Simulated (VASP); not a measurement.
Input of a VASP 6.6.1 run:

Contents of INCAR:

```
SYSTEM = Al
PREC = Accurate
ENCUT = 520
EDIFF = 1E-6
ISMEAR = -1
SIGMA = 0.15
LREAL = .False.
LASPH = .True.
NELM = 60
ALGO = Normal
ISIF = 2
LWAVE = .False.
LCHARG = .False.
GGA = PS
NBANDS = 14
```

Contents of KPOINTS:

```
Automatic mesh
0
Gamma
  13 13 4
  0 0 0
```

File POSCAR:

```
Al
1.0
    2.8270770200      0.0000000000      0.0000000000
   -1.4135385100      2.4483205200      0.0000000000
    0.0000000000      0.0000000000      9.1859930700
Al
4
Direct
    0.0000000000      0.0000000000      0.0000000000
    0.3333333333      0.6666666667      0.2500000000
    0.0000000000      0.0000000000      0.5000000000
    0.6666666667      0.3333333333      0.7500000000
```

Potentials or basis: VASP PAW PBE potentials, release 64 (Al).

Launch:

```bash
$ cat potpaw_PBE.64/Al/POTCAR > POTCAR
$ mpirun -np 1 vasp_std > vasp.out
```

What does it give for the band gap on the k mesh?

Zero (band 6 reaches 12.31 eV, above the bottom of band 7 at 6.93 eV).

Estimate the pressure.

1.9 GPa.

Stress tensor (GPa, compression positive):
```
1.62 0.00 0.00
0.00 1.62 0.00
0.00 0.00 2.60
```

Caveat: the PAW data sets were made with another functional, which shifts forces and pressure a little.
